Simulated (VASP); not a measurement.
Here is a VASP 6.6.1 calculation.

INCAR

```
PREC     = Accurate       # precision mode
ENCUT    = 520            # plane-wave cutoff, eV
EDIFF    = 1E-6           # SCF threshold, eV
ISMEAR   = 0              # smearing method
SIGMA    = 0.1            # smearing width, eV
LREAL    = False          # projectors in reciprocal space
LASPH    = True           # aspherical terms in the spheres
NELM     = 100            # most SCF steps
ALGO     = Normal         # electronic algorithm
ISIF     = 2              # what is computed and relaxed
LWAVE    = False          # write WAVECAR
LCHARG   = False          # write CHGCAR
GGA      = PE             # functional
NBANDS   = 20             # bands
```

File KPOINTS:

```
Automatic mesh
0
Gamma
  12 12 10
```

POSCAR

```
NaH3
1.0
    4.8719652260      0.0000000000      0.0000000000
   -2.4359826130      4.2192456520      0.0000000000
    0.0000000000      0.0000000000      3.6067443727
Na H
2 6
Direct
    0.3333333333      0.6666666667      0.2500000000
    0.6666666667      0.3333333333      0.7500000000
    0.9209199889      0.8418399778      0.2500000000
    0.0790800111      0.9209199889      0.7500000000
    0.1581600222      0.0790800111      0.2500000000
    0.0790800111      0.1581600222      0.7500000000
    0.9209199889      0.0790800111      0.2500000000
    0.8418399778      0.9209199889      0.7500000000
```

Potentials or basis: VASP PAW PBE potentials, release 64 (Na_pv, H).

The run is started by

```console
$ cat potpaw_PBE.64/Na_pv/POTCAR potpaw_PBE.64/H/POTCAR > POTCAR
$ mpirun -np 1 vasp_std > vasp.out
```

Problem. Predict the band gap on the k mesh.

Solution. Zero (band 10 reaches 2.11 eV, above the bottom of band 11 at 0.90 eV).

Problem. What does it give for the pressure?

Solution. -0.1 GPa.

Forces on the atoms (eV/Å):
```
Na   0.000  0.000  0.000
Na   0.000  0.000  0.000
H    0.000  0.004  0.000
H   -0.003  0.002  0.000
H   -0.003 -0.002  0.000
H    0.000 -0.004  0.000
H    0.003 -0.002  0.000
H    0.003  0.002  0.000
```
